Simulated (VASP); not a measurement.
# CuI (F-43m) in VASP: notebook

CuI is run at these levels: PBE; tasks: single point, relaxation of cell and atoms.

Everything below comes from runs of VASP 6.6.1. Logs are shortened: lines on timing, memory, paths and dates and some standing lists are left out, and cuts for length are marked.

### 1 The cell of the first run

Symmetry: F-43m, No. 216, cubic system. The conventional cell has a = 6.082 Å, b = 6.082 Å, c = 6.082 Å, α = 90.00°, β = 90.00°, γ = 90.00°. Within 3.5 Å of Cu (site symmetry -43m) lie 4 I at 2.63 Å. I (site symmetry -43m) has 4 Cu at 2.63 Å within 3.5 Å.

### 2 Single point, PBE, non-collinear spin, zero start, spin-orbit coupling

Input file INCAR:

```
SYSTEM = CuI
ALGO = Normal ; EDIFF = 1E-7
ENCUT = 520 ; GGA = PE
GGA_COMPAT = .FALSE. ; ISIF = 2
ISMEAR = -1 ; LASPH = .TRUE.
LCHARG = .TRUE. ; LMAXMIX = 4
LORBIT = 11 ; LORBMOM = .TRUE.
LREAL = .FALSE. ; LSORBIT = .TRUE.
LVHAR = .TRUE. ; LWAVE = .FALSE.
MAGMOM = 0 0 0 0 0 0 ; NBANDS = 30
NELM = 150 ; PREC = Accurate
SIGMA = 0.05
```

Input file KPOINTS:

```
k-points
0
G
  12 12 12
  0 0 0
```

Input file POSCAR:

```
CuI
1.0
    0.0000000000      3.0412154604      3.0412154604
    3.0412154604      0.0000000000      3.0412154604
    3.0412154604      3.0412154604      0.0000000000
Cu I
1 1
Direct
    0.2500000000      0.2500000000      0.2500000000
    0.0000000000      0.0000000000      0.0000000000
```

Potentials or basis: VASP PAW PBE potentials, release 64 (Cu, I).

Started as:

```
cat potpaw_PBE.64/Cu/POTCAR potpaw_PBE.64/I/POTCAR > POTCAR
mpirun -np 1 vasp_ncl > vasp.out
```

OUTCAR:

```text
SYSTEM = CuI
   EDIFF = 1E-7
   ENCUT = 520
   GGA = PE
   ISIF = 2
   ISMEAR = -1
   LASPH = .TRUE.
   LORBIT = 11
   LREAL = .FALSE.
   LSORBIT = .TRUE.
   NELM = 150
   PREC = Accurate

 ion  position               nearest neighbor table
   1  0.250  0.250  0.250-   2 2.63   2 2.63   2 2.63   2 2.63
   2  0.000  0.000  0.000-   1 2.63   1 2.63   1 2.63   1 2.63

  LATTYP: Found a face centered cubic cell.
 ALAT       =     6.0824309208

  Lattice vectors:

 A1 = (   0.0000000000,   3.0412154604,   3.0412154604)
 A2 = (   3.0412154604,   0.0000000000,   3.0412154604)
 A3 = (   3.0412154604,   3.0412154604,   0.0000000000)

Analysis of symmetry for initial positions (statically):
=====================================================================
 Subroutine PRICEL returns:
 Original cell was already a primitive cell.

 Routine SETGRP: Setting up the symmetry group for a
 face centered cubic supercell.

 Subroutine GETGRP returns: Found 24 space group operations
 (whereof 24 operations were pure point group operations)
 out of a pool of 48 trial point group operations.

The static configuration has the point symmetry T_d .

Analysis of symmetry for dynamics (positions and initial velocities):
=====================================================================
 Subroutine PRICEL returns:
 Original cell was already a primitive cell.

 Routine SETGRP: Setting up the symmetry group for a
 face centered cubic supercell.

 Subroutine GETGRP returns: Found 24 space group operations
 (whereof 24 operations were pure point group operations)
 out of a pool of 48 trial point group operations.

The dynamic configuration has the point symmetry T_d .

Analysis of structural, dynamic, and magnetic symmetry:
=====================================================================
 Subroutine PRICEL returns:
 Original cell was already a primitive cell.

 Routine SETGRP: Setting up the symmetry group for a
 face centered cubic supercell.

 Subroutine GETGRP returns: Found 24 space group operations
 (whereof 24 operations were pure point group operations)
 out of a pool of 48 trial point group operations.

The overall configuration has the point symmetry T_d .

 Subroutine INISYM returns: Found 24 space group operations
 (whereof 24 operations are pure point group operations),
 and found     1 'primitive' translations

----------------------------------------------------------------------------------------

                                     Primitive cell
[... 967 lines left out ...]
 -----------------------------------------------------------------------------------
    total drift:                               -0.000001     -0.000001     -0.000001

  FREE ENERGIE OF THE ION-ELECTRON SYSTEM (eV)
  ---------------------------------------------------
  free  energy   TOTEN  =        -5.6935616644 eV

  energy  without entropy=       -5.6935614596  energy(sigma->0) =       -5.69356156

 orbital moment (x)

 # of ion     p       d       tot
 ----------------------------------------
  1         0.000  -0.000  -0.000
  2        -0.000   0.000  -0.000
 ----------------------------------------
           -0.000  -0.000  -0.000

 orbital moment (y)

 # of ion     p       d       tot
 ----------------------------------------
  1         0.000   0.000   0.000
  2        -0.000  -0.000  -0.000
 ----------------------------------------
           -0.000   0.000  -0.000

 orbital moment (z)

 # of ion     p       d       tot
 ----------------------------------------
  1        -0.000  -0.000  -0.000
  2         0.000   0.000   0.000
 ----------------------------------------
           -0.000  -0.000  -0.000

 Spin-Orbit-Coupling matrix elements

 Ion:    1  E_soc:     -0.0099743
 l=   1
     0.0000000    -0.0003742    -0.0003742
    -0.0003742     0.0000000    -0.0003742
    -0.0003742    -0.0003742     0.0000000
 l=   2
     0.0000000    -0.0002553     0.0000000    -0.0002553    -0.0010329
    -0.0002553     0.0000000    -0.0007747    -0.0002553    -0.0002582
     0.0000000    -0.0007747     0.0000000    -0.0007747     0.0000000
    -0.0002553    -0.0002553    -0.0007747     0.0000000    -0.0002582
    -0.0010329    -0.0002582     0.0000000    -0.0002582     0.0000000
 l=   3
     0.0000000     0.0000000     0.0000000     0.0000000     0.0000000     0.0000000     0.0000000
     0.0000000     0.0000000     0.0000000     0.0000000     0.0000000     0.0000000     0.0000000
     0.0000000     0.0000000     0.0000000     0.0000000     0.0000000     0.0000000     0.0000000
     0.0000000     0.0000000     0.0000000     0.0000000     0.0000000     0.0000000     0.0000000
     0.0000000     0.0000000     0.0000000     0.0000000     0.0000000     0.0000000     0.0000000
     0.0000000     0.0000000     0.0000000     0.0000000     0.0000000     0.0000000     0.0000000
     0.0000000     0.0000000     0.0000000     0.0000000     0.0000000     0.0000000     0.0000000

 Ion:    2  E_soc:     -0.2541791
 l=   1
     0.0000000    -0.0422220    -0.0422220
    -0.0422220     0.0000000    -0.0422220
    -0.0422220    -0.0422220     0.0000000
 l=   2
     0.0000000    -0.0000481     0.0000000    -0.0000481    -0.0000931
    -0.0000481     0.0000000    -0.0000698    -0.0000481    -0.0000233
     0.0000000    -0.0000698     0.0000000    -0.0000698     0.0000000
    -0.0000481    -0.0000481    -0.0000698     0.0000000    -0.0000233
    -0.0000931    -0.0000233     0.0000000    -0.0000233     0.0000000
 l=   3
     0.0000000     0.0000000     0.0000000     0.0000000     0.0000000     0.0000000     0.0000000
     0.0000000     0.0000000     0.0000000     0.0000000     0.0000000     0.0000000     0.0000000
     0.0000000     0.0000000     0.0000000     0.0000000     0.0000000     0.0000000     0.0000000
     0.0000000     0.0000000     0.0000000     0.0000000     0.0000000     0.0000000     0.0000000
     0.0000000     0.0000000     0.0000000     0.0000000     0.0000000     0.0000000     0.0000000
     0.0000000     0.0000000     0.0000000     0.0000000     0.0000000     0.0000000     0.0000000
     0.0000000     0.0000000     0.0000000     0.0000000     0.0000000     0.0000000     0.0000000

 total charge

# of ion       s       p       d       tot
------------------------------------------
    1        0.325   0.255   9.334   9.914
    2        1.493   2.757   0.052   4.303
--------------------------------------------------
tot          1.819   3.012   9.386  14.217

 magnetization (x)

# of ion       s       p       d       tot
------------------------------------------
    1       -0.000  -0.000   0.000  -0.000
    2        0.000   0.000   0.000   0.000
--------------------------------------------------
tot         -0.000  -0.000   0.000  -0.000

 magnetization (y)

# of ion       s       p       d       tot
------------------------------------------
    1        0.000  -0.000   0.000  -0.000
    2        0.000   0.000   0.000   0.000
--------------------------------------------------
tot          0.000  -0.000   0.000  -0.000

 magnetization (z)

# of ion       s       p       d       tot
------------------------------------------
    1       -0.000  -0.000   0.000  -0.000
    2        0.000   0.000   0.000   0.000
--------------------------------------------------
tot         -0.000  -0.000   0.000  -0.000
```

stdout:

```text
POSCAR found type information on POSCAR CuI
 POSCAR found :  2 types and       2 ions
 scaLAPACK will be used
 LDA part: xc-table for (Slater+PW92), standard interpolation
 POSCAR, INCAR and KPOINTS ok, starting setup
 FFT: planning ... GRIDC
 FFT: planning ... GRID_SOFT
 FFT: planning ... GRID
 WAVECAR not read
 entering main loop
```

Wall time 9.1 min (1 thread of Intel Xeon Platinum 8375C at 2.90GHz (Ice Lake), shared host); peak memory 0.5 GiB.

What came out:

```yaml
Free_energy: -5.6936 eV
Pressure: 0.0 GPa
Net_moment: 0.00 μB per cell
Valence_electrons_inside_the_program's_atomic_spheres: Cu 9.91; I 4.30
```

Moments on the atoms (μB; x, y, z):
```
Cu  0.00 0.00 0.00
I   0.00 0.00 0.00
```

### 3 Single point, PBE

This run uses another cell than the first one, of 28.07 Å³/atom.

Input file INCAR:

```
PREC = Accurate
ENCUT = 520
EDIFF = 1E-6
ISMEAR = -1
SIGMA = 0.05
LREAL = False
LASPH = True
NELM = 60
ALGO = Normal
ISIF = 2
LWAVE = False
LCHARG = True
GGA = PE
LELF = True
LVHAR = True
NBANDS = 16
```

Input file KPOINTS:

```
Automatic mesh
0
Gamma
  12 12 12
```

Input file POSCAR:

```
CuI
1.0
    0.0000000000      3.0389565618      3.0389565618
    3.0389565618      0.0000000000      3.0389565618
    3.0389565618      3.0389565618      0.0000000000
Cu I
1 1
Direct
    0.2500000000      0.2500000000      0.2500000000
    0.0000000000      0.0000000000      0.0000000000
```

Potentials or basis: VASP PAW PBE potentials, release 64 (Cu, I).

Started as:

```
cat potpaw_PBE.64/Cu/POTCAR potpaw_PBE.64/I/POTCAR > POTCAR
mpirun -np 1 vasp_std > vasp.out
```

Run time: 24 s. Hardware: 1 thread of AMD EPYC 9R45 (Zen 5), shared host; peak memory 0.19 GiB.

The run converged. Its results:

```
Free energy            : -5.5628 eV
Pressure               : 0.1 GPa
Band gap on the k mesh : 1.12 eV
```

Levels at points of the mesh, in eV from the valence-band top:
```csv
k point,band 7,band 8,band 9,band 10,band 11,band 12
"(0.00, 0.00, 0.00)",0.00,0.00,0.00,1.12,4.88,4.88
"(0.50, 0.00, 0.00)",-1.75,-0.70,-0.70,2.15,5.41,5.41
"(0.50, 0.50, 0.00)",-1.73,-1.47,-1.47,2.73,2.91,9.14
```

Caveat: spin-orbit coupling is left out, which moves the levels of the heavy elements.

### 4 Single point, PBE

This run uses another cell than the first one, of 28.63 Å³/atom.

Input file INCAR:

```
SYSTEM = CuI
ALGO = Normal
EDIFF = 1E-7
ENCUT = 520
GGA = PE
ISIF = 2
ISMEAR = -1
LASPH = .True.
LCHARG = .False.
LREAL = .False.
LWAVE = .False.
NBANDS = 16
NELM = 100
PREC = Accurate
SIGMA = 0.05
```

Input file KPOINTS:

```
k-points
0
Gamma
  12 12 12
  0 0 0
```

Input file POSCAR:

```
CuI
1.0
    0.0000000000      3.0592480737      3.0592480737
    3.0592480737      0.0000000000      3.0592480737
    3.0592480737      3.0592480737      0.0000000000
Cu I
1 1
Direct
    0.2500000000      0.2500000000      0.2500000000
    0.0000000000      0.0000000000      0.0000000000
```

Started as:

```
cat potpaw_PBE.64/Cu/POTCAR potpaw_PBE.64/I/POTCAR > POTCAR
mpirun -np 1 vasp_std > vasp.out
```

It took 28 s on 1 thread of AMD EPYC 9R45 (Zen 5), shared host; peak memory 0.19 GiB.

Results (log left out):

```yaml
Free_energy: -5.5607 eV
Pressure: -0.7 GPa
Band_gap_on_the_k_mesh: 1.07 eV
```

Levels at points of the mesh, in eV from the valence-band top:
| k point | band 6 | band 7 | band 8 | band 9 | band 10 | band 11 | band 12 | band 13 |
| --- | --- | --- | --- | --- | --- | --- | --- | --- |
| (0.00, 0.00, 0.00) | -1.74 | 0.00 | 0.00 | 0.00 | 1.07 | 4.90 | 4.90 | 4.90 |
| (0.50, 0.00, 0.00) | -1.71 | -1.67 | -0.67 | -0.67 | 2.13 | 5.42 | 5.42 | 7.35 |
| (0.50, 0.50, 0.00) | -1.69 | -1.66 | -1.40 | -1.40 | 2.77 | 2.92 | 9.01 | 9.62 |

Caveat: spin-orbit coupling is left out, which moves the levels of the heavy elements.

### 5 Relaxation of cell and atoms, PBE

This run uses another cell than the first one, of 28.07 Å³/atom.

Input file INCAR:

```
SYSTEM = CuI
ALGO     = Normal         ! electronic algorithm
EDIFF    = 1E-6           ! SCF threshold, eV
EDIFFG   = -0.005         ! ionic threshold
ENCUT    = 600            ! plane-wave cutoff, eV
GGA      = PE             ! functional
IBRION   = 2              ! ionic algorithm
ISIF     = 3              ! what is computed and relaxed
ISMEAR   = -1             ! smearing method
LASPH    = .TRUE.         ! aspherical terms in the spheres
LCHARG   = .FALSE.        ! write CHGCAR
LREAL    = .FALSE.        ! projectors in reciprocal space
LWAVE    = .FALSE.        ! write WAVECAR
NELM     = 100            ! most SCF steps
NSW      = 32             ! ionic steps
PREC     = Accurate       ! precision mode
SIGMA    = 0.05           ! smearing width, eV
```

Input file KPOINTS:

```
k-points
0
G
  12 12 12
  0 0 0
```

Input file POSCAR:

```
CuI
1.0
    0.0000000000      3.0389565618      3.0389565618
    3.0389565618      0.0000000000      3.0389565618
    3.0389565618      3.0389565618      0.0000000000
Cu I
1 1
Direct
    0.2500000000      0.2500000000      0.2500000000
    0.0000000000      0.0000000000      0.0000000000
```

Started as:

```
cat potpaw_PBE.64/Cu/POTCAR potpaw_PBE.64/I/POTCAR > POTCAR
mpirun -np 1 vasp_std > vasp.out
```

Run time: 32 s. Hardware: 1 thread of AMD EPYC 9R45 (Zen 5), shared host; peak memory 0.22 GiB.

It converged, with:

* Free energy: -5.5628 eV
* Pressure after relaxing: 0.0 GPa
* Band gap on the k mesh: 1.12 eV

Final structure:
```
Cu I
1.0
     0.00000    3.03896    3.03896
     3.03896    0.00000    3.03896
     3.03896    3.03896    0.00000
Cu I
1 1
Cartesian
  1.5195 1.5195 1.5195
  0.0000 0.0000 0.0000
```

Levels at points of the mesh, in eV from the valence-band top:
```csv
k point,band 5,band 6,band 7,band 8,band 9,band 10,band 11,band 12,band 13
"(0.00, 0.00, 0.00)",-1.82,-1.82,0.00,0.00,0.00,1.12,4.88,4.88,4.88
"(0.50, 0.00, 0.00)",-1.79,-1.79,-1.75,-0.70,-0.70,2.15,5.41,5.41,7.39
"(0.50, 0.50, 0.00)",-1.84,-1.76,-1.73,-1.47,-1.47,2.73,2.91,9.14,9.72
```

Caveat: the relaxation stopped at its first step, so nothing moved; spin-orbit coupling is left out, which moves the levels of the heavy elements. A k mesh can miss the band edges.

### 6 The runs side by side

| task | spin | cell | cutoff (eV) | gap on the mesh (eV) | pressure (GPa) |
| --- | --- | --- | --- | --- | --- |
| single point | non-collinear, zero start, SOC | a = 4.301 Å, angles 60.0°, 2 atoms | 520 | - | 0.0 |
| single point | off | a = 4.298 Å, angles 60.0°, 2 atoms | 520 | 1.12 | 0.1 |
| single point | off | a = 4.326 Å, angles 60.0°, 2 atoms | 520 | 1.07 | -0.7 |
| relaxation of cell and atoms | off | relaxed from a = 4.298 Å, angles 60.0°, 2 atoms | 600 | 1.12 | 0.0 |

Alike in all rows: level PBE; potentials or basis VASP PAW PBE potentials, release 64 (Cu, I); k mesh 12 × 12 × 12; smearing fermi-dirac 0.05 eV.

Caveats: spin-orbit coupling is left out, which moves the levels of the heavy elements (at least some runs); the relaxation stopped at its first step, so nothing moved (at least some runs).

Absolute energies hang on the potentials; compare differences alone.
